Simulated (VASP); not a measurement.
# Ag (Im-3m) in VASP: notebook

Runs on Ag. Level: PBE. Tasks: single point, relaxation of cell and atoms.

Program: VASP 6.6.1. These are calculated values, not measurements. Logs are shortened: lines on timing, memory, paths and dates and some standing lists are left out, and cuts for length are marked.

**1. The cell of the first run**

The structure is cubic, space group Im-3m (No. 229). Conventional cell: a = 3.311 Å, b = 3.311 Å, c = 3.311 Å, α = 90.00°, β = 90.00°, γ = 90.00°. Ag (site symmetry m-3m) has 14 Ag at 2.87 to 3.31 Å within 3.8 Å.

This isn't the form of Ag at room conditions, which is fcc.

**2. Single point, PBE**

Input file INCAR:

```
SYSTEM = Ag
PREC     = Accurate       ! precision mode
ENCUT    = 500            ! plane-wave cutoff, eV
EDIFF    = 1E-6           ! SCF threshold, eV
ISMEAR   = 0              ! smearing method
SIGMA    = 0.1            ! smearing width, eV
LREAL    = .False.        ! projectors in reciprocal space
LASPH    = .True.         ! aspherical terms in the spheres
NELM     = 120            ! most SCF steps
ALGO     = Normal         ! electronic algorithm
ISIF     = 2              ! what is computed and relaxed
LWAVE    = .False.        ! write WAVECAR
LCHARG   = .False.        ! write CHGCAR
GGA      = PE             ! functional
NBANDS   = 12             ! bands
GGA_COMPAT= .False.
```

Input file KPOINTS:

```
Automatic mesh
0
Gamma
  8 8 8
  0 0 0
```

Input file POSCAR:

```
Ag
1.0
   -1.6556540000      1.6556540000      1.6556540000
    1.6556540000     -1.6556540000      1.6556540000
    1.6556540000      1.6556540000     -1.6556540000
Ag
1
Direct
    0.0000000000      0.0000000000      0.0000000000
```

Potentials or basis: VASP PAW PBE potentials, release 64 (Ag).

The run is started by

```
cat potpaw_PBE.64/Ag/POTCAR > POTCAR
mpirun -np 1 vasp_std > vasp.out
```

OUTCAR:

```text
SYSTEM = Ag
   PREC = Accurate
   ENCUT = 500
   EDIFF = 1E-6
   ISMEAR = 0
   LREAL = .False.
   LASPH = .True.
   NELM = 120
   ISIF = 2
   GGA = PE

 ion  position               nearest neighbor table
   1  0.000  0.000  0.000-

  LATTYP: Found a body centered cubic cell.
 ALAT       =     3.3113080000

  Lattice vectors:

 A1 = (  -1.6556540000,   1.6556540000,   1.6556540000)
 A2 = (   1.6556540000,  -1.6556540000,   1.6556540000)
 A3 = (   1.6556540000,   1.6556540000,  -1.6556540000)

Analysis of symmetry for initial positions (statically):
=====================================================================
 Subroutine PRICEL returns:
 Original cell was already a primitive cell.

 Routine SETGRP: Setting up the symmetry group for a
 body centered cubic supercell.

 Subroutine GETGRP returns: Found 48 space group operations
 (whereof 48 operations were pure point group operations)
 out of a pool of 48 trial point group operations.

The static configuration has the point symmetry O_h .

Analysis of symmetry for dynamics (positions and initial velocities):
=====================================================================
 Subroutine PRICEL returns:
 Original cell was already a primitive cell.

 Routine SETGRP: Setting up the symmetry group for a
 body centered cubic supercell.

 Subroutine GETGRP returns: Found 48 space group operations
 (whereof 48 operations were pure point group operations)
 out of a pool of 48 trial point group operations.

The dynamic configuration has the point symmetry O_h .

 Subroutine INISYM returns: Found 48 space group operations
 (whereof 48 operations are pure point group operations),
 and found     1 'primitive' translations

----------------------------------------------------------------------------------------

                                     Primitive cell

  volume of cell :      18.1538

  direct lattice vectors                    reciprocal lattice vectors
    -1.655654000  1.655654000  1.655654000     0.000000000  0.301995465  0.301995465
     1.655654000 -1.655654000  1.655654000     0.301995465  0.000000000  0.301995465
     1.655654000  1.655654000 -1.655654000     0.301995465  0.301995465  0.000000000

  length of vectors
     2.867676848  2.867676848  2.867676848     0.427086083  0.427086083  0.427086083

  position of ions in fractional coordinates (direct lattice)
     0.000000000  0.000000000  0.000000000

  ion indices of the primitive-cell ions
   primitive index   ion index
                 1           1

----------------------------------------------------------------------------------------

 KPOINTS: Automatic mesh

Automatic generation of k-mesh.
 Grid dimensions read from file:
 generate k-points for:    8    8    8

 Generating k-lattice:

  Cartesian coordinates                     Fractional coordinates (reciprocal lattice)
     0.000000000  0.037749433  0.037749433     0.125000000  0.000000000  0.000000000
     0.037749433  0.000000000  0.037749433     0.000000000  0.125000000  0.000000000
     0.037749433  0.037749433  0.000000000     0.000000000  0.000000000  0.125000000

  Length of vectors
     0.053385760  0.053385760  0.053385760

  Shift w.r.t. Gamma in fractional coordinates (k-lattice)
     0.000000000  0.000000000  0.000000000

 Subroutine IBZKPT returns following result:
 ===========================================

 Found     29 irreducible k-points:

 Following reciprocal coordinates:
            Coordinates               Weight
  0.000000  0.000000  0.000000      1.000000
  0.125000  0.000000  0.000000     12.000000
  0.250000  0.000000  0.000000     12.000000
  0.375000  0.000000  0.000000     12.000000
  0.500000  0.000000  0.000000      6.000000
  0.125000  0.125000  0.000000     24.000000
[... 16 lines left out ...]
 -0.250000  0.250000  0.250000      6.000000
 -0.375000  0.375000  0.250000     24.000000
 [... further k-points ...]
   k-points           NKPTS =     29   k-points in BZ     NKDIM =     29   number of bands    NBANDS=     12
   number of dos      NEDOS =    301   number of ions     NIONS =      1
   total plane-waves  NPLWV =  13824
   dimension x,y,z NGX =    24 NGY =   24 NGZ =   24
   dimension x,y,z NGXF=    48 NGYF=   48 NGZF=   48
   ions per type =               1
   NGX,Y,Z   is equivalent  to a cutoff of  13.91, 13.91, 13.91 a.u.
   NGXF,Y,Z  is equivalent  to a cutoff of  27.83, 27.83, 27.83 a.u.
 SYSTEM =  Ag
   PREC   = accura    normal or accurate (medium, high low for compatibility)
   ISTART =      0    job   : 0-new  1-cont  2-samecut
   ICHARG =      2    charge: 1-file 2-atom 10-const
   ISPIN  =      1    spin polarized calculation?
   LNONCOLLINEAR =      F non collinear calculations
   LSORBIT =      F    spin-orbit coupling
   LASPH  =      T    aspherical Exc in radial PAW
   ENCUT  =  500.0 eV  36.75 Ry    6.06 a.u.   5.23  5.23  5.23*2*pi/ulx,y,z
   NELM   =    120;   NELMIN=  2; NELMDL= -5     # of ELM steps
   EDIFF  = 0.1E-05   stopping-criterion for ELM
   LREAL  =      F    real-space projection
   EDIFFG = 0.1E-04   stopping-criterion for IOM
   NSW    =      0    number of steps for IOM
   IBRION =     -1    ionic relax: 0-MD 1-quasi-New 2-CG
   NFREE  =      0    steps in history (QN), initial steepest desc. (CG)
   ISIF   =      2    stress and relaxation
   ISYM   =      2    0-nonsym 1-usesym 2-fastsym
   POTIM  = 0.5000    time-step for ionic-motion
   TEBEG  =    0.0;   TEEND  =   0.0 temperature during run
   PSTRESS=    0.0 pullay stress
   NELECT =      11.0000    total number of electrons
   NUPDOWN=      -1.0000    fix difference up-down
   EMIN   =  10.00;   EMAX   =-10.00  energy-range for DOS
   EFERMI =   0.00;   METHOD = LEGACY
   ISMEAR =     0;   SIGMA  =   0.10  broadening in eV -4-tet -1-fermi 0-gaus
   EFERMI_NEDOS =   21; number of points for ismear=-14 and -15
   IALGO  =     38    algorithm
   IMIX   =      4    mixing-type and parameters
     AMIX     =   0.40;   BMIX     =  1.00
     AMIX_MAG =   1.60;   BMIX_MAG =  1.00
  volume/ion in A,a.u.               =      18.15       122.51
  Fermi-wavevector in a.u.,A,eV,Ry     =   1.385318  2.617871 26.111022  1.919106
  Thomas-Fermi vector in A             =   2.509739
   LORBIT       =      0    0 simple, 1 ext, 2 COOP (PROOUT), +10 PAW based schemes
   GGA     = PE    functional components
   LHFCALC =     F    Hartree Fock is set to
   AEXX    =    0.0000 exact exchange contribution
   IVDW    =     0    specifies the selected vdW correction
   LEPSILON=     F    determine dielectric tensor
   LRPA    =     F    only Hartree local field effects (RPA)
 non-spin polarized calculation
 Gauss-broadening in eV      SIGMA  =   0.10
  energy-cutoff  :      500.00
  volume of cell :       18.15
 maximum number of plane-waves:       471
 NGX is ok and might be reduce to    24
   NGX = 11   NGY = 11   NGZ = 11

 number of electron      11.0000001 magnetization

 Free energy of the ion-electron system (eV)
  ---------------------------------------------------
  ext. energy  EPLUGINS =         0.00000000
  ---------------------------------------------------
  free energy    TOTEN  =        -2.63923145 eV

  energy without entropy =       -2.63181843  energy(sigma->0) =       -2.63552494

 E-fermi :   7.7552     XC(G=0): -11.8414

 val. band max:        7.6725183041   @ k =   0.5000   0.0000   0.0000
 cond. band min:       7.7662945305   @ k =   0.3750   0.1250  -0.0000
 fundamental gap:      0.0937762265
 Fermi energy:         7.7552271136

 k-point     1 :       0.0000    0.0000    0.0000
  band No.  band energies     occupation
      1       0.2763      2.00000
      2       2.8869      2.00000
      3       2.8869      2.00000
      4       2.8869      2.00000
      5       4.0874      2.00000
      6       4.0874      2.00000
      7      25.3401      0.00000
      8      25.3401      0.00000
      9      25.3401      0.00000
     10      30.7041      0.00000
     11      30.7041      0.00000
     12      30.7041      0.00000

 k-point     2 :       0.1250    0.0000    0.0000
  band No.  band energies     occupation
      1       0.7508      2.00000
      2       2.7780      2.00000
      3       2.9116      2.00000
      4       3.1493      2.00000
      5       3.9841      2.00000
      6       4.0960      2.00000
      7      23.7056      0.00000
      8      24.9231      0.00000
      9      25.6070      0.00000
     10      28.1198      0.00000
     11      28.3544      0.00000
     12      28.5427      0.00000

 k-point     3 :       0.2500    0.0000    0.0000
  band No.  band energies     occupation
      1       1.6557      2.00000
      2       2.5245      2.00000
      3       3.3707      2.00000
      4       3.8375      2.00000
      5       3.9027      2.00000
      6       4.1261      2.00000
      7      19.1449      0.00000
      8      22.9932      0.00000
      9      25.0450      0.00000
     10      26.1831      0.00000
     11      27.4513      0.00000
     12      29.6448      0.00000
[... 286 lines left out ...]
 k-point    23 :      -0.2500    0.2500    0.2500
  band No.  band energies     occupation
      1       2.5376      2.00000
      2       2.8095      2.00000
      3       3.3377      2.00000
      4       3.3377      2.00000
      5       3.7925      2.00000
      6       5.7295      2.00000
      7      20.1793      0.00000
      8      20.1793      0.00000
      9      21.0252      0.00000
     10      21.5468      0.00000
     11      32.0215      0.00000
     12      32.0215      0.00000

 k-point    24 :      -0.3750    0.3750    0.2500
  band No.  band energies     occupation
      1       2.2745      2.00000
      2       2.5431      2.00000
      3       3.3419      2.00000
      4       3.7069      2.00000
      5       4.4850      2.00000
      6       7.9702      0.00237
      7      15.7556      0.00000
      8      18.1743      0.00000
      9      20.6231      0.00000
     10      22.9963      0.00000
     11      29.8555      0.00000
     12      32.0002      0.00000

 [... further k-points ...]

------------------------ aborting loop because EDIFF is reached ----------------------------------------

  FORCE on cell =-STRESS in cart. coord.  units (eV):
  Direction    XX          YY          ZZ          XY          YZ          ZX
  --------------------------------------------------------------------------------------
  -------------------------------------------------------------------------------------
  Total       -0.0922588     -0.0922588     -0.0922588      0.0000000     -0.0000000     -0.0000000
  in kB       -8.1423474     -8.1423474     -8.1423474      0.0000000     -0.0000000     -0.0000000
  external PRESSURE =      -8.1423474 kB  Pullay stress =       0.0000000 kB

 VOLUME and BASIS-vectors are now :
 -----------------------------------------------------------------------------
  energy-cutoff  :      500.00
  volume of cell :       18.15
      direct lattice vectors                 reciprocal lattice vectors
    -1.655654000  1.655654000  1.655654000     0.000000000  0.301995465  0.301995465
     1.655654000 -1.655654000  1.655654000     0.301995465  0.000000000  0.301995465
     1.655654000  1.655654000 -1.655654000     0.301995465  0.301995465  0.000000000

 POSITION                                       TOTAL-FORCE (eV/Angst)
 -----------------------------------------------------------------------------------
      0.00000      0.00000      0.00000         0.000000      0.000000     -0.000000
 -----------------------------------------------------------------------------------
    total drift:                                0.000000      0.000000      0.000000

  FREE ENERGIE OF THE ION-ELECTRON SYSTEM (eV)
  ---------------------------------------------------
  free  energy   TOTEN  =        -2.6392314527 eV

  energy  without entropy=       -2.6318184310  energy(sigma->0) =       -2.63552494
```

Run time: 6.9 s. Hardware: 1 thread of AMD EPYC 7R43 (Zen 3), shared host; peak memory 0.1 GiB.

Results:

```
Free energy            : -2.6392 eV
Pressure               : -0.8 GPa
Band gap on the k mesh : zero (an odd number of electrons rules out a gap without spin polarisation)
```

Levels at points of the mesh, in eV from the Fermi level:
```tsv
k point	band 2	band 3	band 4	band 5	band 6	band 7	band 8	band 9
(0.00, 0.00, 0.00)	-4.87	-4.87	-4.87	-3.67	-3.67	17.58	17.58	17.58
(0.50, 0.00, 0.00)	-5.57	-3.72	-3.56	-2.76	-0.08	3.64	12.95	13.78
(0.50, 0.50, 0.50)	-6.15	-2.98	-2.98	-2.98	6.57	6.57	6.57	11.81
```

**3. Single point, PBE**

This run uses another cell than the first one, of 18.00 Å³/atom.

Input file INCAR:

```
ALGO = Normal
EDIFF = 1E-6
ENCUT = 500
GGA = PE
GGA_COMPAT = False
ISIF = 2
ISMEAR = 0
LASPH = True
LCHARG = True
LELF = True
LREAL = False
LVHAR = True
LWAVE = False
NBANDS = 12
NELM = 120
PREC = Accurate
SIGMA = 0.1
```

Input file KPOINTS:

```
k-points
0
Gamma
  24 24 24
```

Input file POSCAR:

```
Ag
1.0
   -1.6510829241      1.6510829241      1.6510829241
    1.6510829241     -1.6510829241      1.6510829241
    1.6510829241      1.6510829241     -1.6510829241
Ag
1
Direct
    0.0000000000      0.0000000000      0.0000000000
```

Potentials or basis: VASP PAW PBE potentials, release 64 (Ag).

The run is started by

```
cat potpaw_PBE.64/Ag/POTCAR > POTCAR
mpirun -np 1 vasp_std > vasp.out
```

Run time: 76 s. Hardware: 1 thread of AMD EPYC 7R43 (Zen 3), shared host; peak memory 0.17 GiB.

Results (log left out):

| Quantity | Value |
| --- | --- |
| Free energy | -2.6857 eV |
| Pressure | -0.1 GPa |
| Band gap on the k mesh | zero (an odd number of electrons rules out a gap without spin polarisation) |

Levels at points of the mesh, in eV from the Fermi level:
```csv
k point,band 2,band 3,band 4,band 5,band 6,band 7,band 8,band 9,band 10,band 11
"(0.00, 0.00, 0.00)",-4.75,-4.75,-4.75,-3.53,-3.53,17.76,17.76,17.76,23.25,23.25
"(0.50, 0.00, 0.00)",-5.46,-3.58,-3.42,-2.61,0.04,3.83,13.13,13.99,19.32,20.42
"(0.50, 0.50, 0.50)",-6.05,-2.83,-2.83,-2.83,6.73,6.73,6.73,12.07,13.04,13.04
```

(Part 1 of 2 ends here.)
